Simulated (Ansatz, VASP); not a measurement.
**AgRh4: VASP beside Ansatz**

Contents of INCAR:

```
  ALGO = Normal
  EDIFF = 1E-6
  ENCUT = 520
  GGA = PE
  ISIF = 2
  ISMEAR = 0
  LASPH = True
  LCHARG = True
  LELF = True
  LREAL = False
  LVHAR = True
  LWAVE = False
  NBANDS = 44
  NELM = 100
  PREC = Accurate
  SIGMA = 0.1
```

KPOINTS

```
k-points
0
Gamma
  4 4 6
```

File POSCAR:

```
AgRh4
1.0
    4.4782606100      0.0000000000      0.0000000000
    0.0000000000      4.4782606100      0.0000000000
    0.0000000000      0.0000000000      3.5704791700
Ag Rh
1 4
Direct
    0.5000000000      0.5000000000      0.5000000000
    0.8085167200      0.8085167200      0.5000000000
    0.1914832800      0.1914832800      0.5000000000
    0.1914832800      0.8085167200      0.5000000000
    0.8085167200      0.1914832800      0.5000000000
```

Input for Ansatz:

```yaml
crystal:
  lattice:
    - [4.47826061, 0.0, 0.0]
    - [0.0, 4.47826061, 0.0]
    - [0.0, 0.0, 3.57047917]
  atoms:
    - { symbol: Ag, position: [0.5, 0.5, 0.5] }
    - { symbol: Rh, position: [0.80851672, 0.80851672, 0.5] }
    - { symbol: Rh, position: [0.19148328, 0.19148328, 0.5] }
    - { symbol: Rh, position: [0.19148328, 0.80851672, 0.5] }
    - { symbol: Rh, position: [0.80851672, 0.19148328, 0.5] }
basis:
  ecutwfc: 420
kpoints:
  mp_grid: { grid: [4, 4, 6] }
hamiltonian:
  xc: pbe
scf:
  occupations: { method: gaussian, width: 0.1 }
  lower_state_search: "off"
output:
  forces: true
  stress: true
  eigenvalues: true
```

Alike in both runs: task single point; functional PBE; k mesh 4 × 4 × 6; occupations gaussian, width 0.1 eV; no spin polarisation.

|  | VASP | Ansatz |
| --- | --- | --- |
| version | VASP 6.6.1 | Ansatz 0.2.0 |
| potentials or method | VASP PAW PBE potentials, release 64 (Ag, Rh_pv), cutoff 520 eV | scalar-relativistic, plane waves, PAW |
| valence electrons in the cell | 71 | 87 |

```tsv
	VASP	Ansatz	Ansatz less VASP
gap on the k mesh at the Fermi level (eV)	none	none	-
rms of the force components (eV/Å)	17.668	19.889	+2.2211
```

Atom by atom the forces differ by 2.221 eV/Å (rms over components). A gap of «none» marks a metal or a gap that the smearing closes. VASP's potentials hold 71 valence electrons a cell and Ansatz's 87, so a difference there can come from the potentials and not from the codes.
